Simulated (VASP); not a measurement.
# Sb (Pm-3m) in VASP: a series of runs

Runs on Sb. Level: LDA. Tasks: single point.

All numbers are computed with VASP 6.6.1; they aren't measurements. Logs are shortened: lines on timing, memory, paths and dates and some standing lists are left out, and cuts for length are marked.

### 1 The cell of the first run

Symmetry: Pm-3m, No. 221, cubic system. The conventional cell has a = 3.095 Å, b = 3.095 Å, c = 3.095 Å, α = 90.00°, β = 90.00°, γ = 90.00°. Sb (site symmetry m-3m) has 6 Sb at 3.10 Å within 4.1 Å.

### 2 Single point, LDA

INCAR

```
PREC = Accurate ; ENCUT = 520
EDIFF = 1E-7 ; ISMEAR = -1
SIGMA = 0.05 ; LREAL = F
LASPH = T ; NELM = 100
ALGO = Normal ; ISIF = 2
LWAVE = F ; LCHARG = T
GGA = CA ; LELF = T
LVHAR = T ; NBANDS = 8
```

KPOINTS

```
Automatic mesh
0
Gamma
  8 8 8
```

POSCAR

```
Sb
1.0
    3.0954921035      0.0000000000      0.0000000000
    0.0000000000      3.0954921035      0.0000000000
    0.0000000000      0.0000000000      3.0954921035
Sb
1
Direct
    0.0000000000      0.0000000000      0.0000000000
```

Potentials or basis: VASP PAW LDA potentials, release 64 (Sb).

On the command line:

```console
$ cat potpaw_LDA.64/Sb/POTCAR > POTCAR
$ mpirun -np 1 vasp_std > vasp.out
```

OUTCAR:

```text
PREC = Accurate
   ENCUT = 520
   EDIFF = 1E-7
   ISMEAR = -1
   LREAL = F
   LASPH = T
   NELM = 100
   ISIF = 2
   GGA = CA

 ion  position               nearest neighbor table
   1  0.000  0.000  0.000-

  LATTYP: Found a simple cubic cell.
 ALAT       =     3.0954921035

  Lattice vectors:

 A1 = (   3.0954921035,   0.0000000000,   0.0000000000)
 A2 = (   0.0000000000,   3.0954921035,   0.0000000000)
 A3 = (   0.0000000000,   0.0000000000,   3.0954921035)

Analysis of symmetry for initial positions (statically):
=====================================================================
 Subroutine PRICEL returns:
 Original cell was already a primitive cell.

 Routine SETGRP: Setting up the symmetry group for a
 simple cubic supercell.

 Subroutine GETGRP returns: Found 48 space group operations
 (whereof 48 operations were pure point group operations)
 out of a pool of 48 trial point group operations.

The static configuration has the point symmetry O_h .

Analysis of symmetry for dynamics (positions and initial velocities):
=====================================================================
 Subroutine PRICEL returns:
 Original cell was already a primitive cell.

 Routine SETGRP: Setting up the symmetry group for a
 simple cubic supercell.

 Subroutine GETGRP returns: Found 48 space group operations
 (whereof 48 operations were pure point group operations)
 out of a pool of 48 trial point group operations.

The dynamic configuration has the point symmetry O_h .

 Subroutine INISYM returns: Found 48 space group operations
 (whereof 48 operations are pure point group operations),
 and found     1 'primitive' translations

----------------------------------------------------------------------------------------

                                     Primitive cell

  volume of cell :      29.6612

  direct lattice vectors                    reciprocal lattice vectors
     3.095492103  0.000000000  0.000000000     0.323050412  0.000000000  0.000000000
     0.000000000  3.095492103  0.000000000     0.000000000  0.323050412  0.000000000
     0.000000000  0.000000000  3.095492103     0.000000000  0.000000000  0.323050412

  length of vectors
     3.095492103  3.095492103  3.095492103     0.323050412  0.323050412  0.323050412

  position of ions in fractional coordinates (direct lattice)
     0.000000000  0.000000000  0.000000000
[... 70 lines left out ...]
   ISPIN  =      1    spin polarized calculation?
   LNONCOLLINEAR =      F non collinear calculations
   LSORBIT =      F    spin-orbit coupling
   LASPH  =      T    aspherical Exc in radial PAW
   ENCUT  =  520.0 eV  38.22 Ry    6.18 a.u.   5.76  5.76  5.76*2*pi/ulx,y,z
   NELM   =    100;   NELMIN=  2; NELMDL= -5     # of ELM steps
   EDIFF  = 0.1E-06   stopping-criterion for ELM
   LREAL  =      F    real-space projection
   EDIFFG = 0.1E-05   stopping-criterion for IOM
   NSW    =      0    number of steps for IOM
   IBRION =     -1    ionic relax: 0-MD 1-quasi-New 2-CG
   NFREE  =      0    steps in history (QN), initial steepest desc. (CG)
   ISIF   =      2    stress and relaxation
   ISYM   =      2    0-nonsym 1-usesym 2-fastsym
   POTIM  = 0.5000    time-step for ionic-motion
   TEBEG  =    0.0;   TEEND  =   0.0 temperature during run
   PSTRESS=    0.0 pullay stress
   NELECT =       5.0000    total number of electrons
   NUPDOWN=      -1.0000    fix difference up-down
   EMIN   =  10.00;   EMAX   =-10.00  energy-range for DOS
   EFERMI =   0.00;   METHOD = LEGACY
   ISMEAR =    -1;   SIGMA  =   0.05  broadening in eV -4-tet -1-fermi 0-gaus
   EFERMI_NEDOS =   21; number of points for ismear=-14 and -15
   IALGO  =     38    algorithm
   IMIX   =      4    mixing-type and parameters
     AMIX     =   0.40;   BMIX     =  1.00
     AMIX_MAG =   1.60;   BMIX_MAG =  1.00
  volume/ion in A,a.u.               =      29.66       200.16
  Fermi-wavevector in a.u.,A,eV,Ry     =   0.904347  1.708968 11.127438  0.817844
  Thomas-Fermi vector in A             =   2.027783
   LORBIT       =      0    0 simple, 1 ext, 2 COOP (PROOUT), +10 PAW based schemes
   GGA     = CA    functional components
   LHFCALC =     F    Hartree Fock is set to
   AEXX    =    0.0000 exact exchange contribution
   IVDW    =     0    specifies the selected vdW correction
   LEPSILON=     F    determine dielectric tensor
   LRPA    =     F    only Hartree local field effects (RPA)
 non-spin polarized calculation
  energy-cutoff  :      520.00
  volume of cell :       29.66
 maximum number of plane-waves:       840
 NGX is ok and might be reduce to    24
   NGX = 11   NGY = 11   NGZ = 11

 number of electron       4.9999999 magnetization

 Free energy of the ion-electron system (eV)
  ---------------------------------------------------
  ext. energy  EPLUGINS =         0.00000000
  ---------------------------------------------------
  free energy    TOTEN  =        -4.76475972 eV

  energy without entropy =       -4.75759051  energy(sigma->0) =       -4.76117512

 E-fermi :   7.0028     XC(G=0):  -9.8269

 val. band max:        6.9931673147   @ k =   0.3750   0.2500   0.1250
 cond. band min:       7.2682759505   @ k =   0.5000   0.2500   0.0000
 fundamental gap:      0.2751086358
 Fermi energy:         7.0028136055

 k-point     1 :       0.0000    0.0000    0.0000
  band No.  band energies     occupation
      1      -5.3814      2.00000
      2      10.3066      0.00000
      3      10.3066      0.00000
      4      10.3066      0.00000
      5      13.9675      0.00000
      6      13.9675      0.00000
      7      15.2916      0.00000
      8      23.6143      0.00000
[... 243 lines left out ...]
 k-point    24 :       0.5000    0.3750    0.1250
  band No.  band energies     occupation
      1      -0.8295      2.00000
      2       3.2942      2.00000
      3       4.9377      2.00000
      4      10.3349      0.00000
      5      12.0031      0.00000
      6      16.6986      0.00000
      7      18.0417      0.00000
      8      20.6831      0.00000

 [... further k-points ...]
[... 5 lines left out ...]
  --------------------------------------------------------------------------------------
  -------------------------------------------------------------------------------------
  Total       -0.4877925     -0.4877925     -0.4877925     -0.0000000     -0.0000000      0.0000000
  in kB      -26.3485444    -26.3485444    -26.3485444     -0.0000000     -0.0000000      0.0000000
  external PRESSURE =     -26.3485444 kB  Pullay stress =       0.0000000 kB

 VOLUME and BASIS-vectors are now :
 -----------------------------------------------------------------------------
  energy-cutoff  :      520.00
  volume of cell :       29.66
      direct lattice vectors                 reciprocal lattice vectors
     3.095492103  0.000000000  0.000000000     0.323050412  0.000000000  0.000000000
     0.000000000  3.095492103  0.000000000     0.000000000  0.323050412  0.000000000
     0.000000000  0.000000000  3.095492103     0.000000000  0.000000000  0.323050412

 POSITION                                       TOTAL-FORCE (eV/Angst)
 -----------------------------------------------------------------------------------
      0.00000      0.00000      0.00000         0.000000      0.000000      0.000000
 -----------------------------------------------------------------------------------
    total drift:                               -0.000000     -0.000000      0.000000

  FREE ENERGIE OF THE ION-ELECTRON SYSTEM (eV)
  ---------------------------------------------------
  free  energy   TOTEN  =        -4.7647597174 eV

  energy  without entropy=       -4.7575905148  energy(sigma->0) =       -4.76117512
```

Run time: 2.9 s. Hardware: 1 thread of AMD EPYC 9R45 (Zen 5), shared host; peak memory 0.1 GiB.

Results:

```
Free energy : -4.7648 eV
Pressure    : -2.6 GPa
```

Levels at points of the mesh, in eV from the Fermi level:
```tsv
k point	band 1	band 2	band 3	band 4	band 5	band 6	band 7	band 8
(0.00, 0.00, 0.00)	-12.38	3.30	3.30	3.30	6.96	6.96	8.29	16.61
(0.50, 0.00, 0.00)	-9.96	-5.53	5.30	5.30	8.94	10.64	11.28	11.28
(0.50, 0.50, 0.00)	-7.39	-3.48	-3.48	2.24	7.33	12.56	12.98	12.98
(0.50, 0.50, 0.50)	-4.54	-1.56	-1.56	-1.56	4.90	4.90	4.90	6.96
```

Caveat: spin-orbit coupling is left out, which moves the levels of the heavy elements.

### 3 Single point, LDA

This run uses another cell than the first one, of 30.29 Å³/atom, 1.021 times its volume.

INCAR

```
PREC = Accurate
ENCUT = 520
EDIFF = 1E-7
ISMEAR = -1
SIGMA = 0.05
LREAL = F
LASPH = T
NELM = 60
ALGO = Normal
ISIF = 2
LWAVE = F
LCHARG = T
LELF = T
LVHAR = T
NBANDS = 8
```

KPOINTS is that of step 2.

POSCAR

```
Sb
1.0
    3.1172920620      0.0000000000      0.0000000000
    0.0000000000      3.1172920620      0.0000000000
    0.0000000000      0.0000000000      3.1172920620
Sb
1
Direct
    0.0000000000      0.0000000000      0.0000000000
```

Potentials or basis: VASP PAW LDA potentials, release 64 (Sb).

On the command line:

```console
$ cat potpaw_LDA.64/Sb/POTCAR > POTCAR
$ mpirun -np 1 vasp_std > vasp.out
```

OUTCAR:

```text
PREC = Accurate
   ENCUT = 520
   EDIFF = 1E-7
   ISMEAR = -1
   LREAL = F
   LASPH = T
   NELM = 60
   ISIF = 2

 ion  position               nearest neighbor table
   1  0.000  0.000  0.000-

  LATTYP: Found a simple cubic cell.
 ALAT       =     3.1172920620

  Lattice vectors:

 A1 = (   3.1172920620,   0.0000000000,   0.0000000000)
 A2 = (   0.0000000000,   3.1172920620,   0.0000000000)
 A3 = (   0.0000000000,   0.0000000000,   3.1172920620)

Analysis of symmetry for initial positions (statically):
=====================================================================
 Subroutine PRICEL returns:
 Original cell was already a primitive cell.

 Routine SETGRP: Setting up the symmetry group for a
 simple cubic supercell.

 Subroutine GETGRP returns: Found 48 space group operations
 (whereof 48 operations were pure point group operations)
 out of a pool of 48 trial point group operations.

The static configuration has the point symmetry O_h .

Analysis of symmetry for dynamics (positions and initial velocities):
=====================================================================
 Subroutine PRICEL returns:
[... 151 lines left out ...]
  free energy    TOTEN  =        -4.75213798 eV

  energy without entropy =       -4.74497118  energy(sigma->0) =       -4.74855458

 E-fermi :   6.7371     XC(G=0):  -9.7396

 val. band max:        6.7277326826   @ k =   0.3750   0.2500   0.1250
 cond. band min:       6.9874035191   @ k =   0.2500   0.2500   0.2500
 fundamental gap:      0.2596708365
 Fermi energy:         6.7370549107

 k-point     1 :       0.0000    0.0000    0.0000
  band No.  band energies     occupation
      1      -5.4882      2.00000
      2       9.9859      0.00000
      3       9.9859      0.00000
      4       9.9859      0.00000
      5      13.6824      0.00000
      6      13.6824      0.00000
      7      14.8950      0.00000
      8      23.2492      0.00000
[... 243 lines left out ...]
 k-point    24 :       0.5000    0.3750    0.1250
  band No.  band energies     occupation
      1      -1.0738      2.00000
      2       3.1285      2.00000
      3       4.7151      2.00000
      4      10.1232      0.00000
      5      11.6019      0.00000
      6      16.3977      0.00000
      7      17.7021      0.00000
      8      20.2741      0.00000

 [... further k-points ...]
[... 5 lines left out ...]
  --------------------------------------------------------------------------------------
  -------------------------------------------------------------------------------------
  Total       -0.7102600     -0.7102600     -0.7102600      0.0000000      0.0000000     -0.0000000
  in kB      -37.5660449    -37.5660449    -37.5660449      0.0000000      0.0000000     -0.0000000
  external PRESSURE =     -37.5660449 kB  Pullay stress =       0.0000000 kB

 VOLUME and BASIS-vectors are now :
 -----------------------------------------------------------------------------
  energy-cutoff  :      520.00
  volume of cell :       30.29
      direct lattice vectors                 reciprocal lattice vectors
     3.117292062  0.000000000  0.000000000     0.320791244  0.000000000  0.000000000
     0.000000000  3.117292062  0.000000000     0.000000000  0.320791244  0.000000000
     0.000000000  0.000000000  3.117292062     0.000000000  0.000000000  0.320791244

 POSITION                                       TOTAL-FORCE (eV/Angst)
 -----------------------------------------------------------------------------------
      0.00000      0.00000      0.00000         0.000000      0.000000      0.000000
 -----------------------------------------------------------------------------------
    total drift:                                0.000000     -0.000000      0.000000

  FREE ENERGIE OF THE ION-ELECTRON SYSTEM (eV)
  ---------------------------------------------------
  free  energy   TOTEN  =        -4.7521379826 eV

  energy  without entropy=       -4.7449711815  energy(sigma->0) =       -4.74855458
```

OSZICAR:

```text
N       E                     dE             d eps       ncg     rms          rms(c)
DAV:   1     0.532957359025E+01    0.53296E+01   -0.16208E+03   560   0.403E+02
DAV:   2    -0.463574572341E+01   -0.99653E+01   -0.95416E+01   800   0.520E+01
DAV:   3    -0.475556890196E+01   -0.11982E+00   -0.11977E+00   656   0.660E+00
DAV:   4    -0.475615007114E+01   -0.58117E-03   -0.58117E-03   824   0.581E-01
DAV:   5    -0.475615286552E+01   -0.27944E-05   -0.27952E-05   744   0.252E-02    0.196E+00
DAV:   6    -0.475372312482E+01    0.24297E-02   -0.39715E-04   712   0.109E-01    0.114E+00
DAV:   7    -0.475213704313E+01    0.15861E-02   -0.92643E-04   616   0.166E-01    0.561E-02
DAV:   8    -0.475213757970E+01   -0.53657E-06   -0.23812E-05   696   0.304E-02    0.387E-03
DAV:   9    -0.475213795544E+01   -0.37574E-06   -0.49088E-07   840   0.505E-03    0.143E-03
DAV:  10    -0.475213798264E+01   -0.27203E-07   -0.71530E-08   648   0.138E-03
   1 F= -.47521380E+01 E0= -.47485546E+01  d E =-.716680E-02
```

Wall time 2.9 s (1 thread of AMD EPYC 9R45 (Zen 5), shared host); peak memory 0.1 GiB.

What came out:

```
Free energy : -4.7521 eV
Pressure    : -3.8 GPa
```

Caveat: spin-orbit coupling is left out, which moves the levels of the heavy elements.
